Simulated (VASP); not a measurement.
Runs of VASP 6.6.1 on NaCl. The structure is that of space group Pm-3m (No. 221), or close to it. The cells are those of the table. 

```tsv
level	cell	k mesh	gap on the mesh (eV)	pressure (GPa)
r2SCAN	a = 3.527 Å, 2 atoms	6 × 6 × 6	4.74	(b)
PBE	a = 3.435 Å, 2 atoms	6 × 6 × 6	4.18	1.8
r2SCAN	a = 3.460 Å, 2 atoms	6 × 6 × 6	4.95	-0.3
PBE	a = 3.471 Å, 2 atoms	6 × 6 × 6	4.07	(a)
PBE	a = 3.541 Å, 2 atoms	6 × 6 × 6	3.87	-0.7
PBE	a = 3.460 Å, 2 atoms	8 × 8 × 8	4.10	1.1
PBE	a = 3.506 Å, 2 atoms	6 × 6 × 6	3.97	0.0
r2SCAN	a = 3.494 Å, 2 atoms	6 × 6 × 6	4.84	-1.1
```

Alike in all rows: task single point; potentials or basis VASP PAW PBE potentials, release 64 (Na_pv, Cl); no spin polarisation; cutoff (eV) 520; smearing gaussian 0.01 eV.

Problem. Estimate the missing entries.

Solution. (a) 0.8; (b) -1.7.

Caveats: the PAW data sets were made with another functional, which shifts forces and pressure a little (some runs).

A k mesh can miss the band edges.
